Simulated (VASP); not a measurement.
HfO2, 24 atoms in the cell. The structure is orthorhombic, space group Pbca (No. 61). The conventional cell has a = 5.060 Å, b = 10.017 Å, c = 5.280 Å, α = 90.00°, β = 90.00°, γ = 90.00°. Within 2.7 Å of Hf (site symmetry 1) lie 7 O at 2.05 to 2.22 Å. Within 3.1 Å of O (site symmetry 1) lie 3 Hf at 2.05 to 2.17 Å and 10 O at 2.53 to 3.06 Å. Within 2.9 Å of O (site symmetry 1) lie 4 Hf at 2.15 to 2.22 Å and 7 O at 2.53 to 2.85 Å.  This cell differs from its parent crystal: z stretched by +1 %, then relaxed in part.

```yaml
Program: VASP 6.6.1
Task: single point
Functional: PBE
Potentials_or_basis: VASP PAW PBE potentials, release 64 (Hf_pv, O)
Cutoff: 520 eV
k_mesh: 5 × 3 × 5
Occupations: fermi-dirac, width 0.02 eV
Spin: no spin polarisation
Dipole_correction: no
Further_INCAR_settings: LREAL = Auto; ALGO = Normal; EDIFF = 1e-07; NBANDS = 106
```

Potentials or basis: VASP PAW PBE potentials, release 64 (Hf_pv, O).

Run with:

```sh
$ cat potpaw_PBE.64/Hf_pv/POTCAR potpaw_PBE.64/O/POTCAR > POTCAR
$ mpirun -np 1 vasp_std > vasp.out
```

Hardware: 1 thread of Intel(R) Xeon(R) Platinum 8259CL CPU @ 2.50GHz (Skylake/Cascade Lake), on a shared host.

Estimate the wall time of this run.

Wall time 20 min on 1 thread of Intel(R) Xeon(R) Platinum 8259CL CPU @ 2.50GHz (Skylake/Cascade Lake) (shared host), peak memory 0.55 GiB. Counts: scf iterations 17, k points 18.
